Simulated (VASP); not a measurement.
# Sn8O15 (a cell with a defect) in VASP: single point with PBE+D3(BJ)

Aim: the single point of Sn8O15 (a cell with a defect) with PBE+D3(BJ).

All numbers are computed with VASP 6.6.1; they aren't measurements. Logs are shortened: lines on timing, memory, paths and dates and some standing lists are left out, and cuts for length are marked.

## 1. The cell of the first run

The cell holds a defect, 23 atoms: a = 6.700 Å, b = 6.700 Å, c = 6.373 Å, α = 90.00°, β = 90.00°, γ = 90.00°.

## 2. Single point, PBE+D3(BJ), collinear spin, zero start

File INCAR:

```
PREC = Accurate ; ENCUT = 520
EDIFF = 1E-7 ; ISMEAR = 0
SIGMA = 0.05 ; LREAL = Auto
LASPH = True ; NELM = 150
ALGO = Normal ; ISIF = 2
LWAVE = False ; LCHARG = True
ISPIN = 2 ; MAGMOM = 0 0 0 0 0 0 0 0 0 0 0 0 0 0 0 0 0 0 0 0 0 0 0
LORBIT = 11 ; GGA = PE
IVDW = 12 ; LELF = True
LVHAR = True ; NELECT = 201.0
NBANDS = 122
```

File KPOINTS:

```
Automatic mesh
0
Gamma
  2 2 2
```

File POSCAR:

```
Sn8O15
1.0
   -4.7373500000     -4.7373500000      0.0000000000
    4.7373500000     -4.7373500000      0.0000000000
    0.0000000000      0.0000000000      6.3728000000
Sn O
8 15
Direct
    0.5010582921      0.4991850929     -0.0015566156
    0.0009009256      0.4938790674      0.2495901331
    0.5011569759      0.4997038429      0.5000811260
    0.0012919670      0.5086621212      0.7495600050
    0.0013415728     -0.0055772742      0.0052178007
    0.5012495382      0.0029477450      0.2492910495
    0.0011368170     -0.0046556619      0.4945141853
    0.5010518539      0.0005775381      0.7492555862
    0.1935533579      0.4869982163     -0.0039938489
    0.0004023346      0.1910734905      0.2494179952
    0.8086476617      0.4885676591     -0.0043764123
    0.0022241337      0.7988021784      0.2500629237
    0.1936591132      0.4870034935      0.5032034584
    0.8086129376      0.4889705215      0.5032408047
    0.0021455033      0.8119372645      0.7495700477
    0.6982261180      0.0050630627     -0.0028980982
    0.5003552619      0.6964064298      0.2491597100
    0.3043543331      0.0064130790     -0.0029359151
    0.5025271513      0.3072838190      0.2494846849
    0.6978723337      0.0046052118      0.5016267575
    0.5001240145      0.6956605486      0.7494019897
    0.3043296358      0.0065203120      0.5013648632
    0.5021240778      0.3053915164      0.7491934472
```

Potentials or basis: VASP PAW PBE potentials, release 64 (Sn_d, O).

Launch:

```bash
cat potpaw_PBE.64/Sn_d/POTCAR potpaw_PBE.64/O/POTCAR > POTCAR
mpirun -np 1 vasp_std > vasp.out
```

OUTCAR:

```text
PREC = Accurate
   ENCUT = 520
   EDIFF = 1E-7
   ISMEAR = 0
   LREAL = Auto
   LASPH = True
   NELM = 150
   ISIF = 2
   ISPIN = 2
   LORBIT = 11
   GGA = PE
   IVDW = 12
   NELECT = 201.0
 IVDW          = 12

 ion  position               nearest neighbor table
   1  0.501  0.499  0.998-  23 2.05  19 2.05   9 2.06  21 2.06  11 2.06  17 2.07   3 3.18   3 3.20
                             6 3.69   8 3.70   4 3.71   4 3.71   2 3.71   2 3.71   8 3.72   6 3.73
   2  0.001  0.494  0.250-  10 2.03  12 2.04  14 2.07   9 2.07  11 2.07  13 2.07   4 3.19   4 3.19
                             7 3.69   5 3.69   5 3.70   7 3.70   3 3.71   1 3.71   3 3.71   1 3.71
   3  0.501  0.500  0.500-  19 2.05  23 2.05  21 2.06  14 2.06  13 2.06  17 2.07   1 3.18   1 3.20
                             6 3.69   8 3.70   4 3.71   4 3.71   2 3.71   8 3.71   2 3.71   6 3.73
   4  0.001  0.509  0.750-  15 2.03  11 2.04   9 2.04  13 2.04  14 2.04   2 3.19   2 3.19   5 3.64
                             7 3.64   1 3.71   3 3.71   1 3.71   3 3.71
   5  0.001  0.994  0.005-  18 2.03  16 2.03  15 2.04  12 2.04  10 2.04   7 3.12   7 3.25   4 3.64
                             2 3.69   6 3.69   6 3.69   2 3.70   8 3.72   8 3.73
   6  0.501  0.003  0.249-  19 2.04  17 2.05  20 2.08  22 2.08  18 2.08  16 2.08   8 3.19   8 3.19
                             1 3.69   3 3.69   5 3.69   5 3.69   7 3.70   7 3.70   3 3.73   1 3.73
   7  0.001  0.995  0.495-  22 2.03  20 2.03  15 2.04  10 2.04  12 2.04   5 3.12   5 3.25   4 3.64
                             2 3.69   6 3.70   6 3.70   2 3.70   8 3.72   8 3.72
   8  0.501  0.001  0.749-  23 2.04  21 2.04  20 2.06  18 2.06  22 2.06  16 2.06   6 3.19   6 3.19
                             1 3.70   3 3.70   3 3.71   1 3.72   7 3.72   7 3.72   5 3.72   5 3.73
   9  0.194  0.487  0.996-   4 2.04   1 2.06   2 2.07
  10  0.000  0.191  0.249-   2 2.03   5 2.04   7 2.04
  11  0.809  0.489  0.996-   4 2.04   1 2.06   2 2.07
  12  0.002  0.799  0.250-   5 2.04   7 2.04   2 2.04
  13  0.194  0.487  0.503-   4 2.04   3 2.06   2 2.07
  14  0.809  0.489  0.503-   4 2.04   3 2.06   2 2.07
  15  0.002  0.812  0.750-   4 2.03   5 2.04   7 2.04
  16  0.698  0.005  0.997-   5 2.03   8 2.06   6 2.08
  17  0.500  0.696  0.249-   6 2.05   3 2.07   1 2.07
  18  0.304  0.006  0.997-   5 2.03   8 2.06   6 2.08
  19  0.503  0.307  0.249-   6 2.04   3 2.05   1 2.05
  20  0.698  0.005  0.502-   7 2.03   8 2.06   6 2.08
  21  0.500  0.696  0.749-   8 2.04   3 2.06   1 2.06
  22  0.304  0.007  0.501-   7 2.03   8 2.06   6 2.08
  23  0.502  0.305  0.749-   8 2.04   1 2.05   3 2.05

  LATTYP: Found a simple tetragonal cell.
 ALAT       =     6.6996246197
 C/A-ratio  =     0.9512174729

  Lattice vectors:

 A1 = (  -4.7373500000,  -4.7373500000,   0.0000000000)
 A2 = (   4.7373500000,  -4.7373500000,   0.0000000000)
 A3 = (   0.0000000000,   0.0000000000,   6.3728000000)

Analysis of symmetry for initial positions (statically):
=====================================================================
 Subroutine PRICEL returns:
 Original cell was already a primitive cell.
[... 215 lines left out ...]
 cond. band min:       7.4941724460   @ k =   0.0000   0.5000   0.5000
 fundamental gap:      0.0262621949
 Fermi energy:         7.4921199517

 spin component 1

 k-point     1 :       0.0000    0.0000    0.0000
  band No.  band energies     occupation
      1     -15.2441      1.00000
      2     -14.9907      1.00000
      3     -14.9709      1.00000
      4     -14.9177      1.00000
      5     -14.7205      1.00000
      6     -14.7086      1.00000
[... 909 lines left out ...]
    111      13.7621      0.00000
    112      14.2715      0.00000
 Fermi energy:         7.4921199517

 spin component 2

 k-point     1 :       0.0000    0.0000    0.0000
  band No.  band energies     occupation
      1     -15.2441      1.00000
      2     -14.9907      1.00000
      3     -14.9709      1.00000
      4     -14.9177      1.00000
      5     -14.7206      1.00000
      6     -14.7086      1.00000
[... 909 lines left out ...]
    111      13.7619      0.00000
    112      14.2714      0.00000
 [bands above 112 left out]

------------------------ aborting loop because EDIFF is reached ----------------------------------------

 Edisp (eV)   -5.13372

 E8    (eV) :    -2.0817

  FORCE on cell =-STRESS in cart. coord.  units (eV):
  Direction    XX          YY          ZZ          XY          YZ          ZX
  --------------------------------------------------------------------------------------
  -------------------------------------------------------------------------------------
  Total       0.91921     1.02018     7.46816     0.47284     0.04296    -0.00556
  in kB       5.14868     5.71421    41.83049     2.64846     0.24064    -0.03112
  external pressure =       17.56 kB  Pullay stress =        0.00 kB

 VOLUME and BASIS-vectors are now :
 -----------------------------------------------------------------------------
  energy-cutoff  :      520.00
  volume of cell :      286.04
      direct lattice vectors                 reciprocal lattice vectors
    -4.737350000 -4.737350000  0.000000000    -0.105544239 -0.105544239  0.000000000
     4.737350000 -4.737350000  0.000000000     0.105544239 -0.105544239  0.000000000
     0.000000000  0.000000000  6.372800000     0.000000000  0.000000000  0.156916897

 POSITION                                       TOTAL-FORCE (eV/Angst)
 -----------------------------------------------------------------------------------
     -0.00887     -4.73850      6.36288         0.002892     -0.001036     -0.000513
      2.33541     -2.34395      1.59059         0.004074     -0.019364     -0.001285
     -0.00688     -4.74143      3.18692        -0.001058      0.019476      0.012070
      2.40359     -2.41583      4.77680        -0.081224      0.070427     -0.017625
      4.70457     -4.71728      0.03325         0.038611     -0.009766     -0.047539
     -2.36063     -2.38856      1.58868         0.007637     -0.008555     -0.004120
[... 15 lines left out ...]
     -1.41083     -1.47261      3.19510        -0.001911      0.003373      0.005789
     -0.93199     -3.82548      4.77446        -0.015767      0.019539      0.000393
 -----------------------------------------------------------------------------------
    total drift:                               -0.020078      0.029002      0.008016

  FREE ENERGIE OF THE ION-ELECTRON SYSTEM (eV)
  ---------------------------------------------------
  free  energy   TOTEN  =      -152.3183323093 eV

  energy  without entropy=     -152.3092841256  energy(sigma->0) =     -152.31380822

 total charge

# of ion       s       p       d       tot
------------------------------------------
    1        0.878   1.073  10.370  12.321
    2        0.879   1.076  10.374  12.329
    3        0.878   1.073  10.370  12.321
    4        0.926   1.076  10.319  12.321
    5        0.938   1.066  10.322  12.326
    6        0.885   1.054  10.355  12.293
[... 15 lines left out ...]
   22        1.565   3.494   0.000   5.059
   23        1.561   3.515   0.000   5.076
--------------------------------------------------
tot         30.665  61.059  82.814 174.538

 magnetization (x)

# of ion       s       p       d       tot
------------------------------------------
    1        0.000  -0.000  -0.000  -0.000
    2       -0.000   0.000  -0.000  -0.000
    3        0.000  -0.000  -0.000  -0.000
    4       -0.000  -0.000  -0.000  -0.000
    5       -0.000  -0.000  -0.000  -0.000
    6        0.000  -0.000  -0.000  -0.000
[... 15 lines left out ...]
   22       -0.000  -0.000   0.000  -0.000
   23        0.000  -0.000   0.000  -0.000
--------------------------------------------------
tot         -0.000  -0.001  -0.000  -0.001
```

OSZICAR:

```text
N       E                     dE             d eps       ncg     rms          rms(c)
DAV:   1     0.369817532625E+04    0.36982E+04   -0.84379E+04  4384   0.261E+03
DAV:   2     0.792383147049E+03   -0.29058E+04   -0.27504E+04  3920   0.842E+02
DAV:   3    -0.663224163050E+02   -0.85871E+03   -0.82155E+03  4196   0.320E+02
DAV:   4    -0.166442701555E+03   -0.10012E+03   -0.98033E+02  4560   0.119E+02
[... 13 lines left out ...]
DAV:  18    -0.147184624156E+03   -0.68099E-05   -0.52781E-05  4456   0.251E-02    0.188E-02
DAV:  19    -0.147184613671E+03    0.10485E-04   -0.17319E-05  4528   0.109E-02    0.604E-03
DAV:  20    -0.147184614223E+03   -0.55260E-06   -0.42853E-06  4072   0.634E-03    0.684E-03
DAV:  21    -0.147184612430E+03    0.17935E-05   -0.17340E-06  3752   0.326E-03    0.156E-03
DAV:  22    -0.147184612353E+03    0.76558E-07   -0.11262E-07  3096   0.171E-03
   1 F= -.15231833E+03 E0= -.15231381E+03  d E =-.904818E-02  mag=    -0.0002
```

It took 13 min on 1 thread of AMD EPYC 9R45 (Zen 5), shared host; peak memory 0.61 GiB.

Results:

| Property | Result |
| --- | --- |
| Free energy | -152.3183 eV |
| Largest force | 0.109 eV/Å |
| Net moment | 0.00 μB per cell |
| Valence electrons inside the program's atomic spheres | Sn 12.32, 12.33, 12.29, 12.35 (each value once); O 5.06, 5.07, 5.08, 5.05 (each value once) |
| Dispersion energy per atom | -0.223 eV |

Forces in eV/Å, atoms in the order of the input:
```
Sn   0.003 -0.001 -0.001
Sn   0.004 -0.019 -0.001
Sn  -0.001  0.019  0.012
Sn  -0.081  0.070 -0.018
Sn   0.039 -0.010 -0.048
Sn   0.008 -0.009 -0.004
Sn   0.014 -0.011  0.040
Sn  -0.005 -0.021  0.012
O   -0.009 -0.016 -0.014
O    0.003 -0.001  0.002
O    0.018  0.000  0.010
O    0.007  0.013 -0.011
O   -0.005 -0.006  0.001
O    0.005  0.004  0.008
O    0.024 -0.025  0.004
O    0.002  0.010 -0.003
O    0.008 -0.011 -0.003
O    0.002 -0.006  0.015
O    0.002  0.010 -0.008
O   -0.017 -0.017 -0.008
O   -0.002  0.002  0.007
O   -0.002  0.003  0.006
O   -0.016  0.020  0.000
```

Levels at points of the mesh, in eV from the Fermi level:
Spin up:
| k point | band 96 | band 97 | band 98 | band 99 | band 100 | band 101 | band 102 | band 103 | band 104 | band 105 |
| --- | --- | --- | --- | --- | --- | --- | --- | --- | --- | --- |
| (0.00, 0.00, 0.00) | -2.44 | -2.38 | -2.32 | -2.31 | -1.60 | -1.49 | 1.68 | 2.18 | 2.36 | 3.18 |
| (0.50, 0.00, 0.00) | -2.54 | -2.48 | -2.36 | -2.31 | -1.93 | -0.02 | 1.67 | 2.30 | 3.01 | 3.23 |
| (0.00, 0.50, 0.00) | -2.43 | -2.42 | -2.40 | -2.02 | -2.00 | -0.37 | 0.96 | 2.40 | 2.75 | 3.48 |
| (0.50, 0.50, 0.00) | -2.25 | -2.20 | -2.18 | -2.15 | -2.09 | -0.03 | 1.65 | 2.79 | 2.95 | 3.17 |
| (0.00, 0.00, 0.50) | -2.33 | -2.31 | -2.28 | -2.00 | -1.97 | 0.10 | 1.10 | 2.36 | 3.04 | 3.08 |
| (0.50, 0.00, 0.50) | -2.39 | -2.24 | -2.10 | -2.07 | -1.97 | 0.39 | 2.10 | 2.88 | 2.96 | 3.09 |
| (0.00, 0.50, 0.50) | -2.36 | -2.10 | -2.08 | -1.99 | -1.96 | 0.00 | 1.32 | 1.86 | 3.10 | 3.83 |
| (0.50, 0.50, 0.50) | -2.41 | -2.32 | -2.29 | -2.29 | -2.24 | 0.48 | 2.15 | 2.17 | 3.94 | 3.95 |
Spin down:
| k point | band 96 | band 97 | band 98 | band 99 | band 100 | band 101 | band 102 | band 103 | band 104 | band 105 |
| --- | --- | --- | --- | --- | --- | --- | --- | --- | --- | --- |
| (0.00, 0.00, 0.00) | -2.44 | -2.38 | -2.32 | -2.31 | -1.60 | -1.49 | 1.68 | 2.18 | 2.36 | 3.18 |
| (0.50, 0.00, 0.00) | -2.54 | -2.48 | -2.36 | -2.31 | -1.93 | -0.02 | 1.67 | 2.30 | 3.01 | 3.23 |
| (0.00, 0.50, 0.00) | -2.43 | -2.42 | -2.40 | -2.02 | -2.00 | -0.37 | 0.96 | 2.40 | 2.75 | 3.48 |
| (0.50, 0.50, 0.00) | -2.25 | -2.20 | -2.18 | -2.15 | -2.09 | -0.03 | 1.65 | 2.79 | 2.95 | 3.17 |
| (0.00, 0.00, 0.50) | -2.33 | -2.31 | -2.28 | -2.00 | -1.97 | 0.10 | 1.10 | 2.36 | 3.04 | 3.08 |
| (0.50, 0.00, 0.50) | -2.39 | -2.24 | -2.10 | -2.07 | -1.97 | 0.39 | 2.10 | 2.88 | 2.96 | 3.09 |
| (0.00, 0.50, 0.50) | -2.36 | -2.10 | -2.08 | -1.99 | -1.96 | 0.00 | 1.32 | 1.86 | 3.10 | 3.83 |
| (0.50, 0.50, 0.50) | -2.41 | -2.32 | -2.29 | -2.29 | -2.24 | 0.48 | 2.15 | 2.17 | 3.94 | 3.95 |

Caveat: the k points lie up to 0.49 Å⁻¹ apart; the cell carries a net charge on a neutralising background, which shifts energy and pressure; the cell is charged against a uniform background, so pressure and absolute levels hang on convention; no moment was typed at the start, so none could form; spin-orbit coupling is left out, which moves the levels of the heavy elements.
